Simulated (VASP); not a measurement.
# Na2Al2O: single point with PBE

The system is Na2Al2O.

```xyz
5
Lattice="3.0171 0.0000 0.0000 -1.5085 2.6129 0.0000 0.0000 0.0000 11.3523" Properties=species:S:1:pos:R:3 pbc="T T T"
Na    1.5085    0.8710    4.1274
Na    0.0000    1.7419    7.2249
Al    1.5085    0.8710    9.9446
Al    0.0000    1.7419    1.4077
O     0.0000    0.0000    0.0000
```

```json
{"Program": "VASP 6.6.1", "Task": "single point", "Functional": "PBE", "Potentials or basis": "VASP PAW PBE potentials, release 64 (Na_pv, Al, O)", "Cutoff": "520 eV", "k mesh": "12 × 12 × 4", "Occupations": "gaussian, width 0.1 eV", "Spin": "no spin polarisation"}
```

```json
{
  "Pressure": "0.0 GPa",
  "Band gap on the k mesh": "zero (band 13 reaches 5.40 eV, above the bottom of band 14 at 3.07 eV)"
}
```

Levels at points of the mesh, in eV from the Fermi level:
```
           k point  band 9  band 10  band 11  band 12  band 13  band 14  band 15  band 16  band 17  band 18
(0.00, 0.00, 0.00)   -6.91    -4.72    -4.72    -4.28    -3.29    -0.25     0.12     3.94     4.99     8.98
(0.50, 0.00, 0.00)   -7.03    -5.50    -2.50    -1.80    -1.16    -0.17     1.70     2.42     3.28     3.82
(0.00, 0.00, 0.50)   -6.88    -4.72    -4.72    -4.57    -2.52    -1.58     1.68     2.47     6.69     7.65
(0.50, 0.00, 0.50)   -7.03    -5.50    -2.51    -1.79    -1.13    -0.24     2.00     2.12     3.00     4.46
```

Wall time 39 s on 1 thread of Intel(R) Xeon(R) 6975P-C (Granite Rapids), on a shared host, peak memory 0.27 GiB.
